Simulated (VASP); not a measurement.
Here is a VASP 6.6.1 calculation.

The input INCAR:

```
SYSTEM = In
ALGO = Fast
EDIFF = 1E-6
EDIFFG = -0.01
ENCUT = 600
GGA = PE
IBRION = 2
ISIF = 4
ISMEAR = 0
LASPH = .True.
LCHARG = .False.
LREAL = .False.
LWAVE = .False.
NELM = 80
NSW = 50
PREC = Accurate
SIGMA = 0.1
```

The input KPOINTS:

```
k-points
0
Gamma
  14 14 16
  0 0 0
```

File POSCAR:

```
In
1.0
    3.8335111631      0.0000000000      0.0000000000
    0.0000000000      3.8335111631      0.0000000000
    0.0000000000      0.0000000000      3.6623078885
In
2
Direct
    0.5000000000      0.0000000000      0.2499153087
    0.0000000000      0.5000000000      0.7500846913
```

Potentials or basis: VASP PAW PBE potentials, release 64 (In_d).

Run with:

```sh
$ cat potpaw_PBE.64/In_d/POTCAR > POTCAR
$ mpirun -np 1 vasp_std > vasp.out
```

(1) Estimate the band gap on the k mesh.

## Answers

(1) zero (bands 13 and 14 overlap by 7.48 eV).

Caveat: spin-orbit coupling is left out, which moves the levels of the heavy elements.
